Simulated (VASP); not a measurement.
Set up this calculation in VASP 6.6.1, as the native input.

```
Task                   : single point
Functional             : PBEsol
Potentials or basis    : VASP PAW PBE potentials, release 64 (Si, Ge_d)
Cutoff                 : 520 eV
k mesh                 : 12 × 12 × 6
Occupations            : gaussian, width 0.03 eV
Spin                   : no spin polarisation
Dipole correction      : no
Further INCAR settings : ALGO = Normal; EDIFF = 1e-07; NBANDS = 26
```

The structure of SiGe lies in POSCAR:

```
SiGe
1.0
    3.9348495701      0.0000000000      0.0000000000
   -1.9674247851      3.4076796878      0.0000000000
    0.0000000000      0.0000000000      6.4999556106
Si Ge
2 2
Direct
    0.6666666667      0.3333333333      0.8745463082
    0.3333333333      0.6666666667      0.3745463082
    0.6666666667      0.3333333333      0.5082128633
    0.3333333333      0.6666666667      0.0082128633
```

This cell differs from its parent crystal: atoms shifted along a free coordinate.

The input as run:

INCAR

```
  PREC = Accurate
  ENCUT = 520
  EDIFF = 1E-7
  ISMEAR = 0
  SIGMA = 0.03
  LREAL = F
  LASPH = T
  NELM = 100
  ALGO = Normal
  ISIF = 2
  LWAVE = F
  LCHARG = F
  GGA = PS
  NBANDS = 26
```

KPOINTS

```
regular mesh
0
Gamma
  12 12 6
```

Potentials or basis: VASP PAW PBE potentials, release 64 (Si, Ge_d).

Launch:

```bash
$ cat potpaw_PBE.64/Si/POTCAR potpaw_PBE.64/Ge_d/POTCAR > POTCAR
$ mpirun -np 1 vasp_std > vasp.out
```

Results of the run:

```json
{
 "Pressure": "-2.0 GPa",
 "Largest force": "0.632 eV/Å",
 "Band gap on the k mesh": "0.20 eV (least direct gap 0.31 eV)"
}
```

Caveat: the cell differs from its parent crystal (atoms shifted along a free coordinate); semilocal functionals underestimate gaps, and a narrow one can read as zero; the PAW data sets were made with another functional, which shifts forces and pressure a little.

Wall time 60 s on 1 thread of Intel(R) Xeon(R) 6975P-C (Granite Rapids) (shared host), peak memory 0.29 GiB.
